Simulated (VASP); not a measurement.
# GaB8 (Cmmm) in VASP: a series of runs, part 2 of 3

VASP 6.6.1.

**5. Single point, PBE**

This run uses another cell than the first one, of 10.79 Å³/atom.

File INCAR:

```
SYSTEM = GaB8
  PREC = Accurate
  ENCUT = 520
  EDIFF = 1E-6
  ISMEAR = 0
  SIGMA = 0.2
  LREAL = .False.
  LASPH = .True.
  NELM = 60
  ALGO = Normal
  ISIF = 2
  LWAVE = .False.
  LCHARG = .False.
  GGA = PE
  NBANDS = 28
```

File KPOINTS:

```
Automatic mesh
0
Gamma
  6 4 4
  0 0 0
```

File POSCAR:

```
GaB8
1.0
    0.0000000000      0.0000000000      3.4581545979
    2.9365480933     -4.7808538467      0.0000000000
    2.9365480933      4.7808538467      0.0000000000
Ga B
1 8
Direct
    0.0000000000      0.5000000000      0.5000000000
    0.5000000000      0.1431350655      0.1431350655
    0.5000000000      0.8568649345      0.8568649345
    0.5000000000      0.2616925322      0.7383074678
    0.5000000000      0.7383074678      0.2616925322
    0.5000000000      0.0817189532      0.4104317289
    0.5000000000      0.9182810468      0.5895682711
    0.5000000000      0.4104317289      0.0817189532
    0.5000000000      0.5895682711      0.9182810468
```

Potentials or basis: VASP PAW PBE potentials, release 64 (Ga_d, B).

The run is started by

```sh
$ cat potpaw_PBE.64/Ga_d/POTCAR potpaw_PBE.64/B/POTCAR > POTCAR
$ mpirun -np 1 vasp_std > vasp.out
```

OUTCAR:

```text
SYSTEM = GaB8
   PREC = Accurate
   ENCUT = 520
   EDIFF = 1E-6
   ISMEAR = 0
   LREAL = .False.
   LASPH = .True.
   NELM = 60
   ISIF = 2
   GGA = PE

 ion  position               nearest neighbor table
   1  0.000  0.500  0.500-
   2  0.500  0.143  0.143-   3 1.68   6 1.68   8 1.68
   3  0.500  0.857  0.857-   2 1.68   7 1.68   9 1.68
   4  0.500  0.262  0.738-   6 1.65   9 1.65   8 1.72   7 1.72
   5  0.500  0.738  0.262-   7 1.65   8 1.65   6 1.72   9 1.72
   6  0.500  0.082  0.410-   7 1.64   4 1.65   2 1.68   5 1.72
   7  0.500  0.918  0.590-   6 1.64   5 1.65   3 1.68   4 1.72
   8  0.500  0.410  0.082-   9 1.64   5 1.65   2 1.68   4 1.72
   9  0.500  0.590  0.918-   8 1.64   4 1.65   3 1.68   5 1.72

  LATTYP: Found a base centered orthorhombic cell.
 ALAT       =     5.8730961866
 B/A-ratio  =     1.6280522896
 C/A-ratio  =     0.5888128660

  Lattice vectors:

 A1 = (   2.9365480933,  -4.7808538467,   0.0000000000)
 A2 = (   2.9365480933,   4.7808538467,   0.0000000000)
 A3 = (   0.0000000000,   0.0000000000,   3.4581545979)

Analysis of symmetry for initial positions (statically):
[... 197 lines left out ...]
      1     -11.1836      2.00000
      2     -11.1380      2.00000
      3     -11.1315      2.00000
      4     -11.1283      2.00000
      5     -11.1246      2.00000
      6      -9.6672      2.00000
[... 733 lines left out ...]
     27       9.9843      0.00000
     28      10.9278      0.00000

 [... further k-points ...]

------------------------ aborting loop because EDIFF is reached ----------------------------------------

  FORCE on cell =-STRESS in cart. coord.  units (eV):
  Direction    XX          YY          ZZ          XY          YZ          ZX
  --------------------------------------------------------------------------------------
  -------------------------------------------------------------------------------------
  Total        0.8451546     -0.0196616      0.0019626     -0.0000000      0.0000000      0.0000000
  in kB       13.9453606     -0.3244244      0.0323833     -0.0000000      0.0000000      0.0000000
  external PRESSURE =       4.5511065 kB  Pullay stress =       0.0000000 kB

 VOLUME and BASIS-vectors are now :
 -----------------------------------------------------------------------------
  energy-cutoff  :      520.00
  volume of cell :       97.10
      direct lattice vectors                 reciprocal lattice vectors
     0.000000000  0.000000000  3.458154598     0.000000000  0.000000000  0.289171572
     2.936548093 -4.780853847  0.000000000     0.170267942 -0.104583829  0.000000000
     2.936548093  4.780853847  0.000000000     0.170267942  0.104583829  0.000000000

 POSITION                                       TOTAL-FORCE (eV/Angst)
 -----------------------------------------------------------------------------------
      2.93655      0.00000      0.00000        -0.000000      0.000000     -0.000000
      0.84065      0.00000      1.72908         0.036810      0.000000     -0.000000
      5.03245      0.00000      1.72908        -0.036810      0.000000     -0.000000
      2.93655      2.27863      1.72908        -0.000000     -0.029391     -0.000000
      2.93655     -2.27863      1.72908        -0.000000      0.029391     -0.000000
      1.44522      1.57153      1.72908        -0.041027     -0.073972      0.000000
      4.42787     -1.57153      1.72908         0.041027      0.073972     -0.000000
      1.44522     -1.57153      1.72908        -0.041027      0.073972     -0.000000
      4.42787      1.57153      1.72908         0.041027     -0.073972     -0.000000
 -----------------------------------------------------------------------------------
    total drift:                                0.000000     -0.000000     -0.000000

  FREE ENERGIE OF THE ION-ELECTRON SYSTEM (eV)
  ---------------------------------------------------
  free  energy   TOTEN  =       -50.8545460788 eV

  energy  without entropy=      -50.7786119136  energy(sigma->0) =      -50.81657900
```

OSZICAR:

```text
N       E                     dE             d eps       ncg     rms          rms(c)
DAV:   1     0.231882307473E+03    0.23188E+03   -0.16307E+04  1588   0.151E+03
DAV:   2    -0.261458621381E+02   -0.25803E+03   -0.24242E+03  1720   0.387E+02
DAV:   3    -0.563301917964E+02   -0.30184E+02   -0.29139E+02  1932   0.108E+02
DAV:   4    -0.573938702418E+02   -0.10637E+01   -0.10542E+01  2024   0.201E+01
DAV:   5    -0.574171099907E+02   -0.23240E-01   -0.23194E-01  2056   0.276E+00    0.110E+01
DAV:   6    -0.516619219679E+02    0.57552E+01   -0.98247E+00  2280   0.333E+01    0.550E+00
DAV:   7    -0.508927659066E+02    0.76916E+00   -0.29243E+00  1940   0.822E+00    0.199E+00
DAV:   8    -0.508553143797E+02    0.37452E-01   -0.24443E-01  1960   0.354E+00    0.709E-01
DAV:   9    -0.508549331362E+02    0.38124E-03   -0.33034E-02  2136   0.144E+00    0.220E-01
DAV:  10    -0.508544293440E+02    0.50379E-03   -0.34972E-03  1816   0.361E-01    0.817E-02
DAV:  11    -0.508545012907E+02   -0.71947E-04   -0.74621E-04  1964   0.136E-01    0.274E-02
DAV:  12    -0.508545368513E+02   -0.35561E-04   -0.76322E-05  1880   0.543E-02    0.106E-02
DAV:  13    -0.508545454757E+02   -0.86244E-05   -0.12507E-05  1876   0.173E-02    0.279E-03
DAV:  14    -0.508545460788E+02   -0.60310E-06   -0.14004E-06  1536   0.642E-03
   1 F= -.50854546E+02 E0= -.50816579E+02  d E =-.759342E-01
```

stdout:

```text
POSCAR found type information on POSCAR GaB
 POSCAR found :  2 types and       9 ions
 scaLAPACK will be used
 LDA part: xc-table for (Slater+PW92), standard interpolation
 POSCAR, INCAR and KPOINTS ok, starting setup
 FFT: planning ... GRIDC
 FFT: planning ... GRID_SOFT
 FFT: planning ... GRID
 WAVECAR not read
 entering main loop
```

Wall time 69 s (1 thread of Intel Xeon 6975P-C (Granite Rapids), shared host); peak memory 0.24 GiB.

What came out:

```yaml
Free_energy: -50.8545 eV
Pressure: 0.5 GPa
Largest_force: 0.085 eV/Å
Band_gap_on_the_k_mesh: zero (an odd number of electrons rules out a gap without spin polarisation)
```

Forces in eV/Å, atoms in the order of the input:
```
Ga   0.000  0.000  0.000
B    0.037  0.000  0.000
B   -0.037  0.000  0.000
B    0.000 -0.029  0.000
B    0.000  0.029  0.000
B   -0.041 -0.074  0.000
B    0.041  0.074  0.000
B   -0.041  0.074  0.000
B    0.041 -0.074  0.000
```

Stress tensor (GPa, compression positive):
```
 1.39  0.00  0.00
 0.00 -0.03  0.00
 0.00  0.00  0.00
```

Levels at points of the mesh, in eV from the Fermi level:
| k point | band 16 | band 17 | band 18 | band 19 | band 20 | band 21 | band 22 | band 23 |
| --- | --- | --- | --- | --- | --- | --- | --- | --- |
| (0.00, 0.00, 0.00) | -0.09 | 0.72 | 0.96 | 2.23 | 2.45 | 2.54 | 2.56 | 4.43 |
| (0.50, 0.00, 0.00) | -1.72 | -1.66 | -1.62 | -1.43 | -0.17 | 0.15 | 0.97 | 3.01 |
| (0.00, 0.50, 0.00) | -1.75 | -1.73 | -0.31 | 0.71 | 1.27 | 2.39 | 4.61 | 5.10 |
| (0.50, 0.50, 0.00) | -2.46 | -2.30 | -2.23 | -0.51 | -0.01 | 2.47 | 3.15 | 3.64 |
| (0.00, 0.50, 0.50) | -2.23 | -0.35 | -0.33 | 0.13 | 0.88 | 2.03 | 3.24 | 4.12 |
| (0.50, 0.50, 0.50) | -3.24 | -2.58 | -2.56 | -1.67 | 0.63 | 2.44 | 2.89 | 3.11 |

**6. Relaxation of cell and atoms, PBE**

File INCAR:

```
ALGO     = Normal         # electronic algorithm
EDIFF    = 1E-7           # SCF threshold, eV
EDIFFG   = -0.04          # ionic threshold
ENCUT    = 600            # plane-wave cutoff, eV
GGA      = PE             # functional
IBRION   = 2              # ionic algorithm
ISIF     = 3              # what is computed and relaxed
ISMEAR   = 0              # smearing method
LASPH    = T              # aspherical terms in the spheres
LCHARG   = F              # write CHGCAR
LREAL    = F              # projectors in reciprocal space
LWAVE    = F              # write WAVECAR
NELM     = 60             # most SCF steps
NSW      = 90             # ionic steps
PREC     = Accurate       # precision mode
SIGMA    = 0.1            # smearing width, eV
```

File KPOINTS:

```
k-points
0
Gamma
  4 4 4
```

File POSCAR:

```
GaB8
1.0
    2.6832218500     -3.5403857500      0.0000000000
    2.6832218500      3.5403857500      0.0000000000
    0.0000000000      0.0000000000      3.9745456300
Ga B
1 8
Direct
    0.5000000000      0.5000000000      0.0000000000
    0.1358330700      0.1358330700      0.5000000000
    0.8641669300      0.8641669300      0.5000000000
    0.3992126800      0.6007873200      0.5000000000
    0.6007873200      0.3992126800      0.5000000000
    0.1224203800      0.4663334200      0.5000000000
    0.8775796200      0.5336665800      0.5000000000
    0.4663334200      0.1224203800      0.5000000000
    0.5336665800      0.8775796200      0.5000000000
```

Potentials or basis: VASP PAW PBE potentials, release 64 (Ga_d, B).

The run is started by

```sh
$ cat potpaw_PBE.64/Ga_d/POTCAR potpaw_PBE.64/B/POTCAR > POTCAR
$ mpirun -np 1 vasp_std > vasp.out
```

Run time: 25 min. Hardware: 1 thread of Intel Xeon 6975P-C (Granite Rapids), shared host; peak memory 0.22 GiB.

It converged, with:

```
Free energy                           : -50.7774 eV
Relaxed volume                        : 10.61 Å³/atom
Relaxed cell                          : a = 5.571 Å, b = 5.571 Å, c = 3.407 Å, α = 90.00°, β = 90.00°, γ = 115.41°
Space group after relaxing (to 0.1 Å) : Cmmm (No. 65)
Pressure after relaxing               : 0.1 GPa
Largest force after relaxing          : 0.027 eV/Å
Band gap on the k mesh                : zero (an odd number of electrons rules out a gap without spin polarisation)
```

Forces on the atoms (eV/Å):
```
Ga   0.000  0.000  0.000
B    0.016  0.000  0.000
B   -0.016  0.000  0.000
B    0.000  0.027  0.000
B    0.000 -0.027  0.000
B   -0.010 -0.012  0.000
B    0.010  0.012  0.000
B   -0.010  0.012  0.000
B    0.010 -0.012  0.000
```

Stress tensor (GPa, compression positive):
```
-0.01  0.00  0.00
 0.00  0.33  0.00
 0.00  0.00  0.04
```

Final structure:
```
Ga B
1.0
     2.97631   -4.70887    0.00000
     2.97631    4.70887    0.00000
     0.00000    0.00000    3.40679
Ga B
1 8
Direct
  0.50000 0.50000 0.00000
  0.14060 0.14060 0.50000
  0.85940 0.85940 0.50000
  0.26815 0.73185 0.50000
  0.73185 0.26815 0.50000
  0.07873 0.40689 0.50000
  0.92127 0.59311 0.50000
  0.40689 0.07873 0.50000
  0.59311 0.92127 0.50000
```

Levels at points of the mesh, in eV from the Fermi level:
```tsv
k point	band 16	band 17	band 18	band 19	band 20	band 21	band 22	band 23
(0.00, 0.00, 0.00)	0.09	0.87	1.10	2.47	2.48	2.53	2.74	4.44
(0.50, 0.00, 0.00)	-1.56	-1.56	-0.22	1.04	1.47	2.75	4.87	5.37
(0.50, 0.50, 0.00)	-2.00	-0.11	0.16	0.24	0.76	2.05	3.04	4.19
(0.00, 0.00, 0.50)	-1.65	-1.61	-1.58	-1.44	-0.20	0.34	1.20	3.04
(0.50, 0.00, 0.50)	-2.42	-2.19	-2.10	-0.64	0.13	2.24	3.03	3.76
(0.50, 0.50, 0.50)	-3.29	-2.49	-2.44	-1.77	0.98	2.57	3.21	4.04
```

Caveat: the k points lie up to 0.46 Å⁻¹ apart in the final cell, too coarse for converged energies and pressures of a metal; the volume moved by over 15 % at a fixed basis, so the end points are rough.

(Part 2 of 3 ends here.)
